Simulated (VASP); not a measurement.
# La3Tl (P4/mmm) in VASP: single point with LDA

Aim: the single point of La3Tl with LDA.

All numbers are computed with VASP 6.6.1; they aren't measurements. Logs are shortened: lines on timing, memory, paths and dates and some standing lists are left out, and cuts for length are marked.

### Step 1. The cell of the first run

It takes space group P4/mmm (No. 123, tetragonal). The conventional cell has a = 5.161 Å, b = 5.161 Å, c = 5.060 Å, α = 90.00°, β = 90.00°, γ = 90.00°. Within 4.7 Å of La (site symmetry mmm) lie 8 La at 3.61 to 3.65 Å and 4 Tl at 3.61 Å. Within 4.7 Å of La (site symmetry 4/mmm) lie 8 La at 3.61 Å and 4 Tl at 3.65 Å. Tl (site symmetry 4/mmm) has 12 La at 3.61 to 3.65 Å within 4.7 Å.

### Step 2. Single point, LDA (equal xx and yy strain of +2 %)

Contents of INCAR:

```
SYSTEM = La3Tl
PREC = Accurate
ENCUT = 520
EDIFF = 1E-7
ISMEAR = -1
SIGMA = 0.08
LREAL = .FALSE.
LASPH = .TRUE.
NELM = 80
ALGO = Normal
ISIF = 2
LWAVE = .FALSE.
LCHARG = .TRUE.
LELF = .TRUE.
LVHAR = .TRUE.
NBANDS = 31
```

Contents of KPOINTS:

```
Automatic mesh
0
G
  8 8 8
  0 0 0
```

Contents of POSCAR:

```
La3Tl
1.0
    5.1612000000      0.0000000000      0.0000000000
    0.0000000000      5.1612000000      0.0000000000
    0.0000000000      0.0000000000      5.0600000000
La Tl
3 1
Direct
    0.0000000000      0.5000000000      0.5000000000
    0.5000000000      0.0000000000      0.5000000000
    0.5000000000      0.5000000000      0.0000000000
    0.0000000000      0.0000000000      0.0000000000
```

Potentials or basis: VASP PAW LDA potentials, release 64 (La, Tl_d).

Started as:

```sh
$ cat potpaw_LDA.64/La/POTCAR potpaw_LDA.64/Tl_d/POTCAR > POTCAR
$ mpirun -np 1 vasp_std > vasp.out
```

OUTCAR:

```text
SYSTEM = La3Tl
   PREC = Accurate
   ENCUT = 520
   EDIFF = 1E-7
   ISMEAR = -1
   LREAL = .FALSE.
   LASPH = .TRUE.
   NELM = 80
   ISIF = 2

 ion  position               nearest neighbor table
   1  0.000  0.500  0.500-   3 3.61   4 3.61   3 3.61   4 3.61   4 3.61   4 3.61   3 3.61   3 3.61
                             2 3.65   2 3.65   2 3.65   2 3.65
   2  0.500  0.000  0.500-   3 3.61   4 3.61   3 3.61   4 3.61   3 3.61   3 3.61   4 3.61   4 3.61
                             1 3.65   1 3.65   1 3.65   1 3.65
   3  0.500  0.500  0.000-   1 3.61   2 3.61   1 3.61   2 3.61   2 3.61   2 3.61   1 3.61   1 3.61
                             4 3.65   4 3.65   4 3.65   4 3.65
   4  0.000  0.000  0.000-   1 3.61   2 3.61   1 3.61   2 3.61   1 3.61   1 3.61   2 3.61   2 3.61
                             3 3.65   3 3.65   3 3.65   3 3.65

  LATTYP: Found a simple tetragonal cell.
 ALAT       =     5.1612000000
 C/A-ratio  =     0.9803921569

  Lattice vectors:

 A1 = (   5.1612000000,   0.0000000000,   0.0000000000)
 A2 = (   0.0000000000,   5.1612000000,   0.0000000000)
 A3 = (   0.0000000000,   0.0000000000,   5.0600000000)

Analysis of symmetry for initial positions (statically):
=====================================================================
 Subroutine PRICEL returns:
 Original cell was already a primitive cell.

 Routine SETGRP: Setting up the symmetry group for a
 simple tetragonal supercell.

 Subroutine GETGRP returns: Found 16 space group operations
 (whereof 16 operations were pure point group operations)
 out of a pool of 16 trial point group operations.

The static configuration has the point symmetry D_4h.

Analysis of symmetry for dynamics (positions and initial velocities):
=====================================================================
 Subroutine PRICEL returns:
 Original cell was already a primitive cell.

 Routine SETGRP: Setting up the symmetry group for a
 simple tetragonal supercell.

 Subroutine GETGRP returns: Found 16 space group operations
 (whereof 16 operations were pure point group operations)
 out of a pool of 16 trial point group operations.

The dynamic configuration has the point symmetry D_4h.

 Subroutine INISYM returns: Found 16 space group operations
 (whereof 16 operations are pure point group operations),
 and found     1 'primitive' translations

----------------------------------------------------------------------------------------

                                     Primitive cell

  volume of cell :     134.7882
[... 93 lines left out ...]
   EDIFF  = 0.1E-06   stopping-criterion for ELM
   LREAL  =      F    real-space projection
   EDIFFG = 0.1E-05   stopping-criterion for IOM
   NSW    =      0    number of steps for IOM
   IBRION =     -1    ionic relax: 0-MD 1-quasi-New 2-CG
   NFREE  =      0    steps in history (QN), initial steepest desc. (CG)
   ISIF   =      2    stress and relaxation
   ISYM   =      2    0-nonsym 1-usesym 2-fastsym
   POTIM  = 0.5000    time-step for ionic-motion
   TEBEG  =    0.0;   TEEND  =   0.0 temperature during run
   PSTRESS=    0.0 pullay stress
   NELECT =      46.0000    total number of electrons
   NUPDOWN=      -1.0000    fix difference up-down
   EMIN   =  10.00;   EMAX   =-10.00  energy-range for DOS
   EFERMI =   0.00;   METHOD = LEGACY
   ISMEAR =    -1;   SIGMA  =   0.08  broadening in eV -4-tet -1-fermi 0-gaus
   EFERMI_NEDOS =   21; number of points for ismear=-14 and -15
   IALGO  =     38    algorithm
   IMIX   =      4    mixing-type and parameters
     AMIX     =   0.40;   BMIX     =  1.00
     AMIX_MAG =   1.60;   BMIX_MAG =  1.00
  volume/ion in A,a.u.               =      33.70       227.40
  Fermi-wavevector in a.u.,A,eV,Ry     =   1.144046  2.161933 17.807865  1.308841
  Thomas-Fermi vector in A             =   2.280739
   LORBIT       =      0    0 simple, 1 ext, 2 COOP (PROOUT), +10 PAW based schemes
   GGA     = CA    functional components
   LHFCALC =     F    Hartree Fock is set to
   AEXX    =    0.0000 exact exchange contribution
   IVDW    =     0    specifies the selected vdW correction
   LEPSILON=     F    determine dielectric tensor
   LRPA    =     F    only Hartree local field effects (RPA)
 non-spin polarized calculation
  energy-cutoff  :      520.00
  volume of cell :      134.79
 maximum number of plane-waves:      3695
 NGX is ok and might be reduce to    40
   NGX = 19   NGY = 19   NGZ = 19

 number of electron      46.0000000 magnetization

 Free energy of the ion-electron system (eV)
  ---------------------------------------------------
  ext. energy  EPLUGINS =         0.00000000
  ---------------------------------------------------
  free energy    TOTEN  =       -20.68544062 eV

  energy without entropy =      -20.55690932  energy(sigma->0) =      -20.62117497

 E-fermi :   7.6777     XC(G=0): -10.0729

 val. band max:        7.6772499350   @ k =   0.5000   0.1250   0.5000
 cond. band min:       7.6874507631   @ k =   0.5000   0.1250   0.3750
 fundamental gap:      0.0102008281
 Fermi energy:         7.6776958072

 k-point     1 :       0.0000    0.0000    0.0000
  band No.  band energies     occupation
      1     -25.1273      2.00000
      2     -24.8487      2.00000
      3     -24.8361      2.00000
      4      -9.3633      2.00000
      5      -9.3633      2.00000
      6      -9.3518      2.00000
[... 805 lines left out ...]
     30       9.1624      0.00000
     31       9.1793      0.00000

 [... further k-points ...]

------------------------ aborting loop because EDIFF is reached ----------------------------------------

  FORCE on cell =-STRESS in cart. coord.  units (eV):
  Direction    XX          YY          ZZ          XY          YZ          ZX
  --------------------------------------------------------------------------------------
  -------------------------------------------------------------------------------------
  Total       -4.1977260     -4.1977260     -3.7930685      0.0000000     -0.0000000      0.0000000
  in kB      -49.8968097    -49.8968097    -45.0867964      0.0000000     -0.0000000      0.0000000
  external PRESSURE =     -48.2934719 kB  Pullay stress =       0.0000000 kB

 VOLUME and BASIS-vectors are now :
 -----------------------------------------------------------------------------
  energy-cutoff  :      520.00
  volume of cell :      134.79
      direct lattice vectors                 reciprocal lattice vectors
     5.161200000  0.000000000  0.000000000     0.193753391  0.000000000  0.000000000
     0.000000000  5.161200000  0.000000000     0.000000000  0.193753391  0.000000000
     0.000000000  0.000000000  5.060000000     0.000000000  0.000000000  0.197628458

 POSITION                                       TOTAL-FORCE (eV/Angst)
 -----------------------------------------------------------------------------------
      0.00000      2.58060      2.53000         0.000000      0.000000      0.000000
      2.58060      0.00000      2.53000         0.000000      0.000000      0.000000
      2.58060      2.58060      0.00000         0.000000      0.000000      0.000000
      0.00000      0.00000      0.00000         0.000000      0.000000      0.000000
 -----------------------------------------------------------------------------------
    total drift:                                0.000000     -0.000000     -0.000000

  FREE ENERGIE OF THE ION-ELECTRON SYSTEM (eV)
  ---------------------------------------------------
  free  energy   TOTEN  =       -20.6854406198 eV

  energy  without entropy=      -20.5569093190  energy(sigma->0) =      -20.62117497
```

OSZICAR:

```text
N       E                     dE             d eps       ncg     rms          rms(c)
DAV:   1     0.574104767369E+03    0.57410E+03   -0.16508E+04  4674   0.210E+03
DAV:   2     0.120206108176E+03   -0.45390E+03   -0.43936E+03  6570   0.372E+02
DAV:   3    -0.597455397596E+01   -0.12618E+03   -0.12334E+03  7376   0.213E+02
DAV:   4    -0.192526736757E+02   -0.13278E+02   -0.12775E+02  8692   0.810E+01
DAV:   5    -0.208406363180E+02   -0.15880E+01   -0.15395E+01  9140   0.261E+01    0.502E+00
DAV:   6    -0.206980433828E+02    0.14259E+00   -0.31572E+00  8068   0.108E+01    0.266E+00
DAV:   7    -0.206918325237E+02    0.62109E-02   -0.39286E-01  8964   0.516E+00    0.130E+00
DAV:   8    -0.206848187891E+02    0.70137E-02   -0.50409E-02  9108   0.162E+00    0.207E-01
DAV:   9    -0.206852702348E+02   -0.45145E-03   -0.77079E-03  8972   0.663E-01    0.914E-02
DAV:  10    -0.206854204290E+02   -0.15019E-03   -0.13766E-03  9052   0.262E-01    0.239E-02
DAV:  11    -0.206854366982E+02   -0.16269E-04   -0.23129E-04  8692   0.105E-01    0.618E-03
DAV:  12    -0.206854397458E+02   -0.30476E-05   -0.37286E-05  9180   0.397E-02    0.212E-03
DAV:  13    -0.206854404295E+02   -0.68370E-06   -0.64777E-06  7980   0.183E-02    0.928E-04
DAV:  14    -0.206854405859E+02   -0.15643E-06   -0.15184E-06  6172   0.747E-03    0.764E-04
DAV:  15    -0.206854406198E+02   -0.33903E-07   -0.33149E-07  5388   0.500E-03
   1 F= -.20685441E+02 E0= -.20621175E+02  d E =-.128531E+00
```

stdout:

```text
POSCAR found type information on POSCAR LaTl
 POSCAR found :  2 types and       4 ions
 scaLAPACK will be used
 LDA part: xc-table for (Slater(with rela. corr.)+CA(PZ))
 , standard interpolation
 POSCAR, INCAR and KPOINTS ok, starting setup
 FFT: planning ... GRIDC
 FFT: planning ... GRID_SOFT
 FFT: planning ... GRID
 WAVECAR not read
 entering main loop
```

Wall time 12 min (1 thread of Oxide Virtual Turin-like, shared host); peak memory 0.39 GiB.

Results:

| Quantity | Value |
| --- | --- |
| Free energy | -20.6854 eV |
| Pressure | -4.8 GPa |
| Band gap on the k mesh | zero (band 23 reaches 7.93 eV, above the bottom of band 24 at 6.98 eV) |

Caveat: the cell differs from its parent crystal (equal xx and yy strain of +2 %); spin-orbit coupling is left out, which moves the levels of the heavy elements.
